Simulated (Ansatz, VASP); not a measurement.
# One calculation of Ag, two programs

```
CELL_PARAMETERS angstrom
2.87069 0.00000 0.00000
-1.43535 2.48609 0.00000
0.00000 0.00000 4.69305
ATOMIC_POSITIONS crystal
Ag 0.33333 0.66667 0.25000
Ag 0.66667 0.33333 0.75000
```

Change from the starting cell: volume scaled by 0.9405, PAW files.

Alike in both runs: task electric field gradients; functional PBE; k mesh 14 × 14 × 8; occupations fermi-dirac, width 0.05 eV; no spin polarisation.

|  | VASP | Ansatz |
| --- | --- | --- |
| version | VASP 6.6.1 | Ansatz 0.2.0 |
| potentials or method | VASP PAW PBE potentials, release 64 (Ag) | PAW with Ansatz's default frozen-core files, scalar-relativistic |
| plane-wave cutoff (eV) | 520 | 420 |
| valence electrons in the cell | 22 | 38 |

Ansatz gave:

- pressure (GPa): 7.3
- traceless stress, the component that is largest in VASP (GPa): -0.22
- size of Vzz on the site where it differs most (V/Å²): 3.8

Task: Which values does VASP return?

Result: Pressure (GPa): 7.1; traceless stress, the component that is largest in VASP (GPa): -0.23; size of Vzz on the site where it differs most (V/Å²): 3.6.

VASP's potentials hold 22 valence electrons a cell and Ansatz's 38, so a difference there can come from the potentials and not from the codes.
